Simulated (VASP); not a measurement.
# Al: single point with r2SCAN

The system is Al.

```
Al
1.0
     2.82708    0.00000    0.00000
    -1.41354    2.44832    0.00000
     0.00000    0.00000    9.24723
Al
4
Direct
  0.00000 0.00000 0.00000
  0.33333 0.66667 0.25000
  0.00000 0.00000 0.50000
  0.66667 0.33333 0.75000
```

| Quantity | Value |
| --- | --- |
| Program | VASP 6.6.1 |
| Task | single point |
| Functional | r2SCAN |
| Potentials or basis | VASP PAW PBE potentials, release 64 (Al) |
| Cutoff | 520 eV |
| k mesh | 14 × 14 × 4 |
| Occupations | fermi-dirac, width 0.05 eV |
| Spin | no spin polarisation |
| Dipole correction | no |
| Further INCAR settings | ALGO = Normal; EDIFF = 1e-06; NBANDS = 14 |

- Pressure: -0.6 GPa
- Band gap on the k mesh: zero (band 6 reaches 12.46 eV, above the bottom of band 7 at 6.44 eV)

Stress tensor (GPa, compression positive):
```
-1.01  0.00  0.00
 0.00 -1.01  0.00
 0.00  0.00  0.34
```

Levels at points of the mesh, in eV from the Fermi level:
| k point | band 2 | band 3 | band 4 | band 5 | band 6 | band 7 | band 8 | band 9 | band 10 | band 11 |
| --- | --- | --- | --- | --- | --- | --- | --- | --- | --- | --- |
| (0.00, 0.00, 0.00) | -10.25 | -10.24 | -5.15 | -4.61 | 3.68 | 3.69 | 11.67 | 11.67 | 11.77 | 11.77 |
| (0.50, 0.00, 0.00) | -5.67 | -4.30 | -4.30 | -3.49 | -3.47 | 0.80 | 1.21 | 1.52 | 1.89 | 6.16 |
| (0.00, 0.00, 0.50) | -11.62 | -8.00 | -8.00 | -0.96 | -0.96 | 8.92 | 8.92 | 12.01 | 12.01 | 12.01 |
| (0.50, 0.00, 0.50) | -5.31 | -5.18 | -5.18 | -2.01 | -2.01 | -1.29 | -1.29 | 4.95 | 4.95 | 4.99 |

Wall time 100 s on 1 thread of Intel(R) Xeon(R) Platinum 8559C (Emerald Rapids), with other jobs on the host, peak memory 0.21 GiB.

Caveat: the PAW data sets were made with another functional, which shifts forces and pressure a little.
